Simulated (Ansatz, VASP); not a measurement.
# One calculation of Al3N, two programs

```
Al N
1.0
     3.06372    0.00000    0.00000
    -1.53186    2.65326    0.00000
     0.00000    0.00000    7.03126
Al N
3 1
Direct
  0.00000 0.00000 0.99901
  0.33333 0.66667 0.36781
  0.66667 0.33333 0.66286
  0.33333 0.66667 0.09732
```

Alike in both runs: task single point; functional PBE; k mesh 12 × 12 × 6; occupations gaussian, width 0.1 eV; no spin polarisation.

|  | VASP | Ansatz |
| --- | --- | --- |
| version | VASP 6.6.1 | Ansatz 0.2.0 |
| potentials or method | VASP PAW PBE potentials, release 64 (Al, N), cutoff 520 eV | scalar-relativistic, plane waves, PAW |
| valence electrons in the cell | 14 | 14 |

|  | VASP | Ansatz | Ansatz less VASP |
| --- | --- | --- | --- |
| gap on the k mesh at the Fermi level (eV) | none | none | - |
| pressure (GPa) | -0.1 | 0.0 | +0.12 |
| rms of the force components (eV/Å) | 0.004 | 0.001 | -0.0035 |

Atom by atom the forces differ by 0.005 eV/Å (rms over components). A gap of «none» marks a metal or a gap that the smearing closes. With one functional, cell and mesh, what is left measures potentials, basis and numerics.
